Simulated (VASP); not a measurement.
# P (P4/mmm) in VASP: a series of runs

The runs below take P through single point, with PBEsol.

Program: VASP 6.6.1. These are calculated values, not measurements. Logs are shortened: lines on timing, memory, paths and dates and some standing lists are left out, and cuts for length are marked.

### Step 1. The cell of the first run

The structure is tetragonal, space group P4/mmm (No. 123). Conventional cell: a = 4.059 Å, b = 4.059 Å, c = 4.378 Å, α = 90.00°, β = 90.00°, γ = 90.00°. Within 5.3 Å of P (site symmetry 4/mmm) lie 6 P at 4.06 to 4.38 Å.

### Step 2. Single point, PBEsol (strain -0.050 along x and y, +0.000 along z)

INCAR

```
SYSTEM = P
PREC = Accurate ; ENCUT = 520
EDIFF = 1E-6 ; ISMEAR = 0
SIGMA = 0.15 ; LREAL = .FALSE.
LASPH = .TRUE. ; NELM = 60
ALGO = Normal ; ISIF = 2
LWAVE = .FALSE. ; LCHARG = .FALSE.
GGA = PS ; NBANDS = 8
```

KPOINTS

```
regular mesh
0
G
  12 12 12
  0 0 0
```

POSCAR

```
P
1.0
    4.0592596145      0.0000000000      0.0000000000
    0.0000000000      4.0592596145      0.0000000000
    0.0000000000      0.0000000000      4.3780000000
P
1
Direct
    0.0000000000      0.0000000000      0.0000000000
```

Potentials or basis: VASP PAW PBE potentials, release 64 (P).

Launch:

```sh
> cat potpaw_PBE.64/P/POTCAR > POTCAR
> mpirun -np 1 vasp_std > vasp.out
```

OUTCAR:

```text
SYSTEM = P
   PREC = Accurate
   ENCUT = 520
   EDIFF = 1E-6
   ISMEAR = 0
   LREAL = .FALSE.
   LASPH = .TRUE.
   NELM = 60
   ISIF = 2
   GGA = PS

 ion  position               nearest neighbor table
   1  0.000  0.000  0.000-

  LATTYP: Found a simple tetragonal cell.
 ALAT       =     4.0592596145
 C/A-ratio  =     1.0785218034

  Lattice vectors:

 A1 = (   4.0592596145,   0.0000000000,   0.0000000000)
 A2 = (   0.0000000000,   4.0592596145,   0.0000000000)
 A3 = (   0.0000000000,   0.0000000000,   4.3780000000)

Analysis of symmetry for initial positions (statically):
=====================================================================
 Subroutine PRICEL returns:
 Original cell was already a primitive cell.

 Routine SETGRP: Setting up the symmetry group for a
 simple tetragonal supercell.

 Subroutine GETGRP returns: Found 16 space group operations
 (whereof 16 operations were pure point group operations)
 out of a pool of 16 trial point group operations.

The static configuration has the point symmetry D_4h.

Analysis of symmetry for dynamics (positions and initial velocities):
=====================================================================
 Subroutine PRICEL returns:
 Original cell was already a primitive cell.

 Routine SETGRP: Setting up the symmetry group for a
 simple tetragonal supercell.

 Subroutine GETGRP returns: Found 16 space group operations
 (whereof 16 operations were pure point group operations)
 out of a pool of 16 trial point group operations.

The dynamic configuration has the point symmetry D_4h.

 Subroutine INISYM returns: Found 16 space group operations
 (whereof 16 operations are pure point group operations),
 and found     1 'primitive' translations

----------------------------------------------------------------------------------------

                                     Primitive cell

  volume of cell :      72.1389

  direct lattice vectors                    reciprocal lattice vectors
     4.059259615  0.000000000  0.000000000     0.246350343  0.000000000  0.000000000
     0.000000000  4.059259615  0.000000000     0.000000000  0.246350343  0.000000000
[... 75 lines left out ...]
   ISTART =      0    job   : 0-new  1-cont  2-samecut
   ICHARG =      2    charge: 1-file 2-atom 10-const
   ISPIN  =      1    spin polarized calculation?
   LNONCOLLINEAR =      F non collinear calculations
   LSORBIT =      F    spin-orbit coupling
   LASPH  =      T    aspherical Exc in radial PAW
   ENCUT  =  520.0 eV  38.22 Ry    6.18 a.u.   7.55  7.55  8.14*2*pi/ulx,y,z
   NELM   =     60;   NELMIN=  2; NELMDL= -5     # of ELM steps
   EDIFF  = 0.1E-05   stopping-criterion for ELM
   LREAL  =      F    real-space projection
   EDIFFG = 0.1E-04   stopping-criterion for IOM
   NSW    =      0    number of steps for IOM
   IBRION =     -1    ionic relax: 0-MD 1-quasi-New 2-CG
   NFREE  =      0    steps in history (QN), initial steepest desc. (CG)
   ISIF   =      2    stress and relaxation
   ISYM   =      2    0-nonsym 1-usesym 2-fastsym
   POTIM  = 0.5000    time-step for ionic-motion
   TEBEG  =    0.0;   TEEND  =   0.0 temperature during run
   PSTRESS=    0.0 pullay stress
   NELECT =       5.0000    total number of electrons
   NUPDOWN=      -1.0000    fix difference up-down
   EMIN   =  10.00;   EMAX   =-10.00  energy-range for DOS
   EFERMI =   0.00;   METHOD = LEGACY
   ISMEAR =     0;   SIGMA  =   0.15  broadening in eV -4-tet -1-fermi 0-gaus
   EFERMI_NEDOS =   21; number of points for ismear=-14 and -15
   IALGO  =     38    algorithm
   IMIX   =      4    mixing-type and parameters
     AMIX     =   0.40;   BMIX     =  1.00
     AMIX_MAG =   1.60;   BMIX_MAG =  1.00
  volume/ion in A,a.u.               =      72.14       486.82
  Fermi-wavevector in a.u.,A,eV,Ry     =   0.672473  1.270790  6.152831  0.452220
  Thomas-Fermi vector in A             =   1.748604
   LORBIT       =      0    0 simple, 1 ext, 2 COOP (PROOUT), +10 PAW based schemes
   GGA     = PS    functional components
   LHFCALC =     F    Hartree Fock is set to
   AEXX    =    0.0000 exact exchange contribution
   IVDW    =     0    specifies the selected vdW correction
   LEPSILON=     F    determine dielectric tensor
   LRPA    =     F    only Hartree local field effects (RPA)
 non-spin polarized calculation
 Gauss-broadening in eV      SIGMA  =   0.15
  energy-cutoff  :      520.00
  volume of cell :       72.14
 maximum number of plane-waves:      1964
   NGX = 15   NGY = 15   NGZ = 17

 number of electron       4.9999999 magnetization

 Free energy of the ion-electron system (eV)
  ---------------------------------------------------
  ext. energy  EPLUGINS =         0.00000000
  ---------------------------------------------------
  free energy    TOTEN  =        -1.41348400 eV

  energy without entropy =       -1.38031244  energy(sigma->0) =       -1.39689822

 E-fermi :  -2.8002     XC(G=0):  -5.3727

 val. band max:       -2.8081264884   @ k =   0.2500   0.1667   0.4167
 cond. band min:      -2.7986737100   @ k =   0.2500   0.2500   0.1667
 fundamental gap:      0.0094527785
 Fermi energy:        -2.8001881524

 k-point     1 :       0.0000    0.0000    0.0000
  band No.  band energies     occupation
      1     -11.6195      2.00000
      2      -2.4254      0.00041
      3      -2.0400      0.00000
      4      -2.0400      0.00000
      5       1.9387      0.00000
      6       4.6089      0.00000
      7       4.8601      0.00000
      8       9.5489      0.00000
[... 243 lines left out ...]
 k-point    24 :       0.4167    0.3333    0.0000
  band No.  band energies     occupation
      1     -11.2008      2.00000
      2      -3.4645      2.00000
      3      -3.1311      1.99819
      4      -2.0701      0.00000
      5       3.5363      0.00000
      6       5.0159      0.00000
      7       7.1559      0.00000
      8       7.2372      0.00000

 [... further k-points ...]
[... 5 lines left out ...]
  --------------------------------------------------------------------------------------
  -------------------------------------------------------------------------------------
  Total       -2.4014097     -2.4014097     -1.7213732      0.0000000     -0.0000000      0.0000000
  in kB      -53.3344028    -53.3344028    -38.2310488      0.0000000     -0.0000000      0.0000000
  external PRESSURE =     -48.2999515 kB  Pullay stress =       0.0000000 kB

 VOLUME and BASIS-vectors are now :
 -----------------------------------------------------------------------------
  energy-cutoff  :      520.00
  volume of cell :       72.14
      direct lattice vectors                 reciprocal lattice vectors
     4.059259615  0.000000000  0.000000000     0.246350343  0.000000000  0.000000000
     0.000000000  4.059259615  0.000000000     0.000000000  0.246350343  0.000000000
     0.000000000  0.000000000  4.378000000     0.000000000  0.000000000  0.228414801

 POSITION                                       TOTAL-FORCE (eV/Angst)
 -----------------------------------------------------------------------------------
      0.00000      0.00000      0.00000         0.000000      0.000000      0.000000
 -----------------------------------------------------------------------------------
    total drift:                               -0.000000     -0.000000     -0.000000

  FREE ENERGIE OF THE ION-ELECTRON SYSTEM (eV)
  ---------------------------------------------------
  free  energy   TOTEN  =        -1.4134840022 eV

  energy  without entropy=       -1.3803124397  energy(sigma->0) =       -1.39689822
```

It took 84 s on 1 thread of AMD EPYC 7R43 (Zen 3), shared host; peak memory 0.2 GiB.

Results:

- Free energy: -1.4135 eV
- Pressure: -4.8 GPa

Stress tensor (GPa, compression positive):
```
-5.33  0.00  0.00
 0.00 -5.33  0.00
 0.00  0.00 -3.82
```

Levels at points of the mesh, in eV from the Fermi level:
```csv
k point,band 1,band 2,band 3,band 4,band 5,band 6
"(0.00, 0.00, 0.00)",-8.82,0.37,0.76,0.76,4.74,7.41
"(0.50, 0.00, 0.00)",-8.56,-1.04,0.60,0.96,6.75,7.88
"(0.50, 0.50, 0.00)",-8.32,-0.64,-0.64,0.80,5.80,8.38
"(0.00, 0.00, 0.50)",-8.68,-0.89,0.87,0.87,6.68,7.65
"(0.50, 0.00, 0.50)",-8.43,-0.78,-0.47,1.05,5.75,8.38
"(0.50, 0.50, 0.50)",-8.20,-0.44,-0.44,-0.14,6.72,7.05
```

Caveat: the cell differs from its parent crystal (strain -0.050 along x and y, +0.000 along z); the PAW data sets were made with another functional, which shifts forces and pressure a little.

### Step 3. Single point, PBEsol (strain -0.050 along x and y, +0.025 along z)

INCAR

```
SYSTEM = P
ALGO     = Normal         ! electronic algorithm
EDIFF    = 1E-6           ! SCF threshold, eV
ENCUT    = 520            ! plane-wave cutoff, eV
GGA      = PS             ! functional
ISIF     = 2              ! what is computed and relaxed
ISMEAR   = 0              ! smearing method
LASPH    = .TRUE.         ! aspherical terms in the spheres
LCHARG   = .TRUE.         ! write CHGCAR
LELF     = .TRUE.         ! ELF
LREAL    = .FALSE.        ! projectors in reciprocal space
LVHAR    = .TRUE.       
LWAVE    = .FALSE.        ! write WAVECAR
NBANDS   = 8              ! bands
NELM     = 80             ! most SCF steps
PREC     = Accurate       ! precision mode
SIGMA    = 0.15           ! smearing width, eV
```

KPOINTS

```
k-points
0
G
  12 12 12
  0 0 0
```

Changes to POSCAR since step 2:

```diff
@@ -4,3 +4,3 @@
     0.0000000000      4.0592596145      0.0000000000
-    0.0000000000      0.0000000000      4.3780000000
+    0.0000000000      0.0000000000      4.4874500000
 P
```

Potentials or basis: VASP PAW PBE potentials, release 64 (P).

Launch:

```sh
> cat potpaw_PBE.64/P/POTCAR > POTCAR
> mpirun -np 1 vasp_std > vasp.out
```

Run time: 97 s. Hardware: 1 thread of AMD EPYC 7R43 (Zen 3), shared host; peak memory 0.2 GiB.

It converged, with:

* Free energy: -1.3736 eV
* Pressure: -4.6 GPa

Stress tensor (GPa, compression positive):
```
-5.25  0.00  0.00
 0.00 -5.25  0.00
 0.00  0.00 -3.28
```

Levels at points of the mesh, in eV from the Fermi level:
```tsv
k point	band 1	band 2	band 3	band 4	band 5	band 6	band 7
(0.00, 0.00, 0.00)	-8.81	0.28	0.77	0.77	4.70	7.37	7.69
(0.50, 0.00, 0.00)	-8.55	-1.02	0.52	0.97	6.71	7.83	8.34
(0.50, 0.50, 0.00)	-8.31	-0.63	-0.63	0.72	5.83	8.35	9.92
(0.00, 0.00, 0.50)	-8.69	-0.83	0.86	0.86	6.61	7.51	8.17
(0.50, 0.00, 0.50)	-8.44	-0.80	-0.41	1.04	5.77	8.33	9.81
(0.50, 0.50, 0.50)	-8.22	-0.46	-0.46	-0.08	6.67	7.09	7.09
```

Caveat: the cell differs from its parent crystal (strain -0.050 along x and y, +0.025 along z); the PAW data sets were made with another functional, which shifts forces and pressure a little.

(Part 1 of 2 ends here.)
